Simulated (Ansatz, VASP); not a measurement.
# ZrC: VASP beside Ansatz

```
CELL_PARAMETERS angstrom
4.70867 0.00000 0.00000
0.00000 -4.70867 0.00000
0.00000 0.00000 -4.70867
ATOMIC_POSITIONS crystal
Zr 0.00000 0.00000 0.00000
Zr 0.50000 0.50000 0.00000
Zr 0.50000 0.00000 0.50000
Zr 0.00000 0.50000 0.50000
C 0.50000 0.00000 0.00000
C 0.00000 0.50000 0.00000
C 0.00000 0.00000 0.50000
C 0.50000 0.50000 0.50000
```

Alike in both runs: functional PBE; k mesh 8 × 8 × 8; occupations gaussian, width 0.1 eV; no spin polarisation.

Ansatz relaxed the structure, and its values are those at the end. VASP's run is a single point on that final structure, the one shown.

|  | VASP | Ansatz |
| --- | --- | --- |
| version | VASP 6.6.1 | Ansatz 0.2.0 |
| potentials or method | VASP PAW PBE potentials, release 64 (Zr_sv, C), cutoff 520 eV | scalar-relativistic, plane waves, PAW |
| valence electrons in the cell | 64 | 64 |

Ansatz gave:

| Property | Result |
| --- | --- |
| gap on the k mesh at the Fermi level (eV) | none |
| pressure (GPa) | 0.0 |

Task: What did VASP give for the same quantities?

Result: gap on the k mesh at the Fermi level (eV): none; pressure (GPa): 0.2.

A gap of «none» marks a metal or a gap that the smearing closes.
